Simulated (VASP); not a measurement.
Wanted: the native input for a VASP 6.6.1 run.

```
Task                   : relaxation of cell and atoms
Functional             : r2SCAN
Potentials or basis    : VASP PAW PBE potentials, release 64 (Li_sv, H)
Cutoff                 : 600 eV
k mesh                 : 10 × 10 × 10
Occupations            : fermi-dirac, width 0.02 eV
Spin                   : no spin polarisation
Dipole correction      : no
Further INCAR settings : ALGO = Normal; EDIFF = 1e-06; IBRION = 2; EDIFFG = -0.005; NSW = 80; ISIF = 3
```

The system is LiH.

```
Li H
1.0
     2.50601    0.00000    0.00000
     0.00000    2.50601    0.00000
     0.00000    0.00000    2.50601
Li H
1 1
Direct
  0.00000 0.00000 0.00000
  0.50000 0.50000 0.50000
```

The input as run:

POSCAR

```
LiH
1.0
    2.5060075176      0.0000000000      0.0000000000
    0.0000000000      2.5060075176      0.0000000000
    0.0000000000      0.0000000000      2.5060075176
Li H
1 1
Direct
    0.0000000000      0.0000000000      0.0000000000
    0.5000000000      0.5000000000      0.5000000000
```

INCAR.step1

```
SYSTEM = LiH
PREC = Accurate
ENCUT = 600
ISMEAR = -1
SIGMA = 0.02
LREAL = .False.
LASPH = .True.
NELM = 60
GGA = PE
ALGO = Normal
EDIFF = 1E-4
LWAVE = .True.
LCHARG = .False.
```

INCAR.step2

```
SYSTEM = LiH
PREC = Accurate
ENCUT = 600
EDIFF = 1E-6
ISMEAR = -1
SIGMA = 0.02
LREAL = .False.
LASPH = .True.
NELM = 60
ALGO = Normal
ISIF = 3
LWAVE = .False.
LCHARG = .False.
METAGGA = R2SCAN
LMIXTAU = .True.
IBRION = 2
NSW = 80
EDIFFG = -0.005
ISTART = 1
```

KPOINTS

```
Automatic mesh
0
Gamma
  10 10 10
  0 0 0
```

Potentials or basis: VASP PAW PBE potentials, release 64 (Li_sv, H).

The run is started by

```console
$ cat potpaw_PBE.64/Li_sv/POTCAR potpaw_PBE.64/H/POTCAR > POTCAR
$ cp INCAR.step1 INCAR
$ mpirun -np 1 vasp_std > vasp.out
$ cp INCAR.step2 INCAR
$ mpirun -np 1 vasp_std > vasp.out
```

It gave:

```json
{
  "Relaxed volume": "7.76 Å³/atom",
  "Relaxed cell": "a = 2.494 Å, b = 2.494 Å, c = 2.494 Å, α = 90.00°, β = 90.00°, γ = 90.00°",
  "Space group after relaxing (to 0.05 Å)": "Pm-3m (No. 221)",
  "Energy gained by relaxing": "0.3 meV/atom",
  "Ionic steps": "4",
  "Pressure after relaxing": "0.0 GPa",
  "Band gap on the k mesh": "1.30 eV, indirect (least direct gap 4.89 eV)"
}
```

Caveat: the cutoff is under 1.25 times the usual one of these potentials, so pressure, stress and relaxed cells hold a basis-set (Pulay) error; the PAW data sets were made with another functional, which shifts forces and pressure a little.

Wall time 97 s on 1 thread of AMD EPYC 7R43 64-Core Processor (Zen 3), with other jobs on the host, peak memory 0.08 GiB.
